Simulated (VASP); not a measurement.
# ZnSe (F-43m) in VASP: notebook

Runs on ZnSe. Level: LDA. Tasks: vibrations by perturbation theory.

Program: VASP 6.6.1. These are calculated values, not measurements. Logs are shortened: lines on timing, memory, paths and dates and some standing lists are left out, and cuts for length are marked.

## Step 1: The cell of the first run

It takes space group F-43m (No. 216, cubic). Conventional cell: a = 5.456 Å, b = 5.456 Å, c = 5.456 Å, α = 90.00°, β = 90.00°, γ = 90.00°. Zn (site symmetry -43m) has 4 Se at 2.36 Å within 3.1 Å. Se (site symmetry -43m) has 4 Zn at 2.36 Å within 3.1 Å.

## Step 2: Vibrations by perturbation theory, LDA

INCAR reads:

```
  PREC = Accurate
  ENCUT = 520
  EDIFF = 1E-8
  ISMEAR = 0
  SIGMA = 0.01
  LREAL = F
  LASPH = T
  NELM = 60
  ALGO = Normal
  ISIF = 2
  LWAVE = F
  LCHARG = T
  NBANDS = 16
  IBRION = 8
  NSW = 1
  LEPSILON = T
```

KPOINTS reads:

```
regular mesh
0
Gamma
  8 8 8
```

POSCAR reads:

```
ZnSe
1.0
    0.0000000000      2.7279558776      2.7279558776
    2.7279558776      0.0000000000      2.7279558776
    2.7279558776      2.7279558776      0.0000000000
Zn Se
1 1
Direct
    0.0000000000      0.0000000000      0.0000000000
    0.7500000000      0.7500000000      0.7500000000
```

Potentials or basis: VASP PAW LDA potentials, release 64 (Zn, Se).

Command:

```
> cat potpaw_LDA.64/Zn/POTCAR potpaw_LDA.64/Se/POTCAR > POTCAR
> mpirun -np 1 vasp_std > vasp.out
```

OUTCAR:

```text
PREC = Accurate
   ENCUT = 520
   EDIFF = 1E-8
   ISMEAR = 0
   LREAL = F
   LASPH = T
   NELM = 60
   ISIF = 2
   IBRION = 8
   NSW = 1
   LEPSILON = T

 ion  position               nearest neighbor table
   1  0.000  0.000  0.000-   2 2.36   2 2.36   2 2.36   2 2.36
   2  0.750  0.750  0.750-   1 2.36   1 2.36   1 2.36   1 2.36

  LATTYP: Found a face centered cubic cell.
 ALAT       =     5.4559117552

  Lattice vectors:

 A1 = (   0.0000000000,   2.7279558776,   2.7279558776)
 A2 = (   2.7279558776,   0.0000000000,   2.7279558776)
 A3 = (   2.7279558776,   2.7279558776,   0.0000000000)

Analysis of symmetry for initial positions (statically):
=====================================================================
 Subroutine PRICEL returns:
 Original cell was already a primitive cell.

 Routine SETGRP: Setting up the symmetry group for a
 face centered cubic supercell.

 Subroutine GETGRP returns: Found 24 space group operations
 (whereof 24 operations were pure point group operations)
 out of a pool of 48 trial point group operations.

The static configuration has the point symmetry T_d .

Analysis of symmetry for dynamics (positions and initial velocities):
=====================================================================
 Subroutine PRICEL returns:
 Original cell was already a primitive cell.

 Routine SETGRP: Setting up the symmetry group for a
 face centered cubic supercell.

 Subroutine GETGRP returns: Found 24 space group operations
 (whereof 24 operations were pure point group operations)
 out of a pool of 48 trial point group operations.

The dynamic configuration has the point symmetry T_d .

 Subroutine INISYM returns: Found 24 space group operations
 (whereof 24 operations are pure point group operations),
 and found     1 'primitive' translations

----------------------------------------------------------------------------------------

                                     Primitive cell

  volume of cell :      40.6015

  direct lattice vectors                    reciprocal lattice vectors
     0.000000000  2.727955878  2.727955878    -0.183287422  0.183287422  0.183287422
     2.727955878  0.000000000  2.727955878     0.183287422 -0.183287422  0.183287422
     2.727955878  2.727955878  0.000000000     0.183287422  0.183287422 -0.183287422

  length of vectors
     3.857912200  3.857912200  3.857912200     0.317463127  0.317463127  0.317463127

  position of ions in fractional coordinates (direct lattice)
     0.000000000  0.000000000  0.000000000
     0.750000000  0.750000000  0.750000000

  ion indices of the primitive-cell ions
   primitive index   ion index
                 1           1
                 2           2

----------------------------------------------------------------------------------------

 KPOINTS: regular mesh

Automatic generation of k-mesh.
 Grid dimensions read from file:
 generate k-points for:    8    8    8

 Generating k-lattice:

  Cartesian coordinates                     Fractional coordinates (reciprocal lattice)
    -0.022910928  0.022910928  0.022910928     0.125000000  0.000000000  0.000000000
[... 606 lines left out ...]
  ---------------------------------------------------
  free energy    TOTEN  =        -0.79562981 eV

  energy without entropy =       -0.79562981

------------------------ aborting loop because EDIFF is reached ----------------------------------------

--------------------------------------- Ionic step        2  -------------------------------------------

------------------------ aborting loop because EDIFF is reached ----------------------------------------

--------------------------------------- Ionic step        3  -------------------------------------------

------------------------ aborting loop because EDIFF is reached ----------------------------------------

 PIEZOELECTRIC TENSOR FIELD DIRECTION 3  (e Angst)
 -----------------------------------------------------------------------------
    -0.00078  1.67390  0.00000           (  0.00000 -0.03232  0.00000)
     1.67390 -0.00078  0.00000           ( -0.03232  0.00000  0.00000)
     0.00000  0.00000  0.00006           (  0.00000  0.00000 -0.00000)

 PIEZOELECTRIC TENSOR FIELD DIRECTION 3  (C/m^2)
 -----------------------------------------------------------------------------
    -0.00031  0.66054  0.00000
     0.66054 -0.00031  0.00000
     0.00000  0.00000  0.00002

--------------------------------------- Ionic step        4  -------------------------------------------

------------------------ aborting loop because EDIFF is reached ----------------------------------------

[... ionic steps 5 to 6 ...]

--------------------------------------- Ionic step        7  -------------------------------------------

 Free energy of the ion-electron system (eV)
  ---------------------------------------------------
  ---------------------------------------------------
  free energy    TOTEN  =        -0.08209948 eV

  energy without entropy =       -0.08209948

------------------------ aborting loop because EDIFF is reached ----------------------------------------

 INTERNAL STRAIN TENSOR  FOR ION    2  DIRECTION 1   (eV/Angst):
 -----------------------------------------------------------------------------
    -0.01682  0.00000  0.00000
     0.00000  0.01502  8.81091
     0.00000  8.81091  0.01502

 MACROSCOPIC STATIC DIELECTRIC TENSOR (including local field effects in DFT)
 ------------------------------------------------------
           7.730406    -0.000000     0.000000
           0.000000     7.730406     0.000000
          -0.000000    -0.000000     7.730406
 ------------------------------------------------------

 PIEZOELECTRIC TENSOR (including local field effects)  for field in x, y, z        (e  Angst)
          XX          YY          ZZ          XY          YZ          ZX
  --------------------------------------------------------------------------------
  x     0.00000     0.00000    -0.00000     0.00000     1.69118     0.00000
  y     0.00000    -0.00000     0.00000    -0.00000     0.00000     1.69118
  z     0.00000     0.00000     0.00000     1.69118    -0.00000     0.00000

 PIEZOELECTRIC TENSOR (including local field effects)  for field in x, y, z        (C/m^2)
          XX          YY          ZZ          XY          YZ          ZX
  --------------------------------------------------------------------------------
  x     0.00000     0.00000    -0.00000     0.00000     0.66736     0.00000
  y     0.00000    -0.00000     0.00000    -0.00000     0.00000     0.66736
  z     0.00000     0.00000     0.00000     0.66736    -0.00000     0.00000

 BORN EFFECTIVE CHARGES (including local field effects) (in |e|, cummulative output)
 ---------------------------------------------------------------------------------
 ion    1
    1     1.90465    -0.00000     0.00000
    2     0.00000     1.90465     0.00000
    3     0.00000     0.00000     1.90465
 ion    2
    1    -1.90465     0.00000    -0.00000
    2    -0.00000    -1.90465    -0.00000
    3    -0.00000    -0.00000    -1.90465

 INTERNAL STRAIN TENSOR FOR ION    2 for displacements in x,y,z  (eV/Angst):
          X           Y           Z          XY          YZ          ZX
  --------------------------------------------------------------------------------
  x     0.00000     0.00000     0.00000     0.00000     8.81091     0.00000
  y     0.00000     0.00000     0.00000     0.00000     0.00000     8.81091
  z     0.00000     0.00000     0.00000     8.81091     0.00000     0.00000

 SECOND DERIVATIVES (NOT SYMMETRIZED)
 ------------------------------------
               1X          1Y          1Z          2X          2Y          2Z
  1X    -7.778320    0.000000    0.000000    7.778320    0.000000    0.000000
  1Y     0.000000   -7.778320    0.000000    0.000000    7.778320    0.000000
  1Z     0.000000    0.000000   -7.778320    0.000000    0.000000    7.778320
  2X     7.778883    0.000000    0.000000   -7.778883    0.000000    0.000000
  2Y     0.000000    7.778883    0.000000    0.000000   -7.778883    0.000000
  2Z     0.000000    0.000000    7.778883    0.000000    0.000000   -7.778883

 Eigenvectors and eigenvalues of the dynamical matrix
 ----------------------------------------------------

   1 f  =    7.290376 THz    45.806781 2PiTHz  243.180754 cm-1    30.150557 meV
             X         Y         Z           dx          dy          dz
      0.000000  0.000000  0.000000    -0.739585    0.000000    0.000000
      4.091934  4.091934  4.091934     0.673063   -0.000000    0.000000
[... 21 lines left out ...]
   6 f/i=    0.000131 THz     0.000825 2PiTHz    0.004380 cm-1     0.000543 meV
             X         Y         Z           dx          dy          dz
      0.000000  0.000000  0.000000     0.667855    0.073316    0.040103
      4.091934  4.091934  4.091934     0.733862    0.080562    0.044066

--------------------------------------------------------------------------------------------------------

 MACROSCOPIC STATIC DIELECTRIC TENSOR IONIC CONTRIBUTION
 ------------------------------------------------------
           2.078512    -0.000000     0.000000
          -0.000000     2.078512     0.000000
           0.000000     0.000000     2.078512
 ------------------------------------------------------

 ELASTIC MODULI CONTR FROM IONIC RELAXATION (kBar)
 Direction    XX          YY          ZZ          XY          YZ          ZX
 --------------------------------------------------------------------------------
 XX          -0.0000     -0.0000     -0.0000     -0.0000     -0.0000     -0.0000
 YY          -0.0000     -0.0000     -0.0000     -0.0000     -0.0000     -0.0000
 ZZ          -0.0000     -0.0000     -0.0000     -0.0000     -0.0000     -0.0000
 XY          -0.0000     -0.0000     -0.0000   -394.6005      0.0000      0.0000
 YZ          -0.0000     -0.0000     -0.0000      0.0000   -394.6005      0.0000
 ZX          -0.0000     -0.0000     -0.0000      0.0000      0.0000   -394.6005
 --------------------------------------------------------------------------------

 PIEZOELECTRIC TENSOR IONIC CONTR  for field in x, y, z        (C/m^2)
          XX          YY          ZZ          XY          YZ          ZX
  --------------------------------------------------------------------------------
  x    -0.00000    -0.00000    -0.00000    -0.00000    -0.85217     0.00000
  y    -0.00000    -0.00000    -0.00000    -0.00000    -0.00000    -0.85217
  z    -0.00000    -0.00000    -0.00000    -0.85217    -0.00000    -0.00000
```

Run time: 5.1 min. Hardware: 1 thread of AMD EPYC 9R45 (Zen 5), shared host; peak memory 0.26 GiB.

What came out:

```yaml
Electronic_dielectric_tensor_diagonal: 7.73
Born_charges_mean_of_the_diagonal: Zn +1.90; Se -1.90 e
Highest_phonon_frequency_at_Γ_LO-TO_splitting_left_out: 243 cm⁻¹
```

Phonon frequencies in cm⁻¹ (negative: imaginary):
```
              q point        frequencies
(0.000, 0.000, 0.000)  0 0 0 243 243 243
```

Electronic dielectric tensor:
```
7.73 0.00 0.00
0.00 7.73 0.00
0.00 0.00 7.73
```

Born effective charge tensors (e):
atom 1, Zn
```
1.90 0.00 0.00
0.00 1.90 0.00
0.00 0.00 1.90
```
atom 2, Se
```
-1.90  0.00  0.00
 0.00 -1.90  0.00
 0.00  0.00 -1.90
```

Caveat: the cell stands under pressure or tension, which shifts response properties.

## Step 3: Vibrations by perturbation theory, LDA (21.14 Å³/atom)

This run uses another cell than the first one, of 21.14 Å³/atom.

INCAR reads:

```
PREC = Accurate ; ENCUT = 520
EDIFF = 1E-8 ; ISMEAR = 0
SIGMA = 0.01 ; LREAL = F
LASPH = T ; NELM = 60
ALGO = Normal ; ISIF = 2
LWAVE = F ; LCHARG = F
IBRION = 8 ; NSW = 1
LEPSILON = T
```

KPOINTS reads:

```
Automatic mesh
0
Gamma
  8 8 8
```

POSCAR reads:

```
ZnSe
1.0
    0.0000000000      2.7650844354      2.7650844354
    2.7650844354      0.0000000000      2.7650844354
    2.7650844354      2.7650844354      0.0000000000
Zn Se
1 1
Direct
    0.0000000000      0.0000000000      0.0000000000
    0.7500000000      0.7500000000      0.7500000000
```

Potentials or basis: VASP PAW LDA potentials, release 64 (Zn, Se).

Command:

```
> cat potpaw_LDA.64/Zn/POTCAR potpaw_LDA.64/Se/POTCAR > POTCAR
> mpirun -np 1 vasp_std > vasp.out
```

OUTCAR:

```text
PREC = Accurate
   ENCUT = 520
   EDIFF = 1E-8
   ISMEAR = 0
   LREAL = F
   LASPH = T
   NELM = 60
   ISIF = 2
   IBRION = 8
   NSW = 1
   LEPSILON = T

 ion  position               nearest neighbor table
   1  0.000  0.000  0.000-   2 2.39   2 2.39   2 2.39   2 2.39
   2  0.750  0.750  0.750-   1 2.39   1 2.39   1 2.39   1 2.39

  LATTYP: Found a face centered cubic cell.
 ALAT       =     5.5301688708
[... 712 lines left out ...]
      0.000000  0.000000  0.000000    -0.731464   -0.109381   -0.000000
      4.147627  4.147627  4.147627     0.665649    0.099539   -0.000000
[... 21 lines left out ...]
   6 f/i=    0.000000 THz     0.000001 2PiTHz    0.000007 cm-1     0.000001 meV
             X         Y         Z           dx          dy          dz
      0.000000  0.000000  0.000000     0.594287   -0.304749   -0.083350
      4.147627  4.147627  4.147627     0.653046   -0.334881   -0.091591

--------------------------------------------------------------------------------------------------------

 MACROSCOPIC STATIC DIELECTRIC TENSOR IONIC CONTRIBUTION
 ------------------------------------------------------
           2.445588    -0.000000     0.000000
          -0.000000     2.445588     0.000000
           0.000000     0.000000     2.445588
 ------------------------------------------------------

 ELASTIC MODULI CONTR FROM IONIC RELAXATION (kBar)
 Direction    XX          YY          ZZ          XY          YZ          ZX
 --------------------------------------------------------------------------------
 XX          -0.0000      0.0000      0.0000     -0.0000      0.0000     -0.0000
 YY           0.0000     -0.0000     -0.0000     -0.0000     -0.0000     -0.0000
 ZZ           0.0000     -0.0000     -0.0000      0.0000     -0.0000     -0.0000
 XY          -0.0000     -0.0000      0.0000   -280.4934     -0.0000     -0.0000
 YZ           0.0000     -0.0000     -0.0000     -0.0000   -280.4934      0.0000
 ZX          -0.0000     -0.0000     -0.0000     -0.0000      0.0000   -280.4934
 --------------------------------------------------------------------------------

 PIEZOELECTRIC TENSOR IONIC CONTR  for field in x, y, z        (C/m^2)
          XX          YY          ZZ          XY          YZ          ZX
  --------------------------------------------------------------------------------
  x     0.00000    -0.00000    -0.00000    -0.00000    -0.77934     0.00000
  y    -0.00000    -0.00000    -0.00000    -0.00000     0.00000    -0.77934
  z    -0.00000    -0.00000     0.00000    -0.77934    -0.00000    -0.00000
```

stdout:

```text
POSCAR found type information on POSCAR ZnSe
 POSCAR found :  2 types and       2 ions
 scaLAPACK will be used
 LDA part: xc-table for (Slater(with rela. corr.)+CA(PZ))
 , standard interpolation
 POSCAR, INCAR and KPOINTS ok, starting setup
 FFT: planning ... GRIDC
 FFT: planning ... GRID_SOFT
 FFT: planning ... GRID
 WAVECAR not read
 entering main loop
[... 23 lines left out ...]
  Direction:   3
 dielectric tensor                  component  3 :     1.441     1.299     7.934
 Linear response DOF=           2
 Linear response progress:
 first order change of Fermi-energy   0.48798E+00
 force on displaced ion       1 direction 1 :  -6.805   0.000   0.000
 Born effective charge ion    1 direction 1 :   1.944   0.000   0.000
 Linear response progress:
 first order change of Fermi-energy  -0.48772E+00
 force on displaced ion       2 direction 1 :  -6.805   0.000   0.000
 Born effective charge ion    2 direction 1 :  -1.999   0.000   0.000
 Born effective charges drift removed
 Linear response finished
```

It took 4.1 min on 1 thread of AMD EPYC 9R45 (Zen 5), shared host; peak memory 0.25 GiB.

Results:

```
Electronic dielectric tensor (diagonal)                 : 7.93
Born charges (mean of the diagonal)                     : Zn +1.97; Se -1.97 e
Highest phonon frequency at Γ, LO-TO splitting left out : 227 cm⁻¹
```

Phonon frequencies in cm⁻¹ (negative: imaginary):
```tsv
q point	frequencies
(0.000, 0.000, 0.000)	0 0 0 227 227 227
```

Electronic dielectric tensor:
```
7.93 0.00 0.00
0.00 7.93 0.00
0.00 0.00 7.93
```

Born effective charge tensors (e):
atom 1, Zn
```
1.97 0.00 0.00
0.00 1.97 0.00
0.00 0.00 1.97
```
atom 2, Se
```
-1.97  0.00  0.00
 0.00 -1.97  0.00
 0.00  0.00 -1.97
```

Caveat: the cell stands under pressure or tension, which shifts response properties.

[end of part 1 of 2]
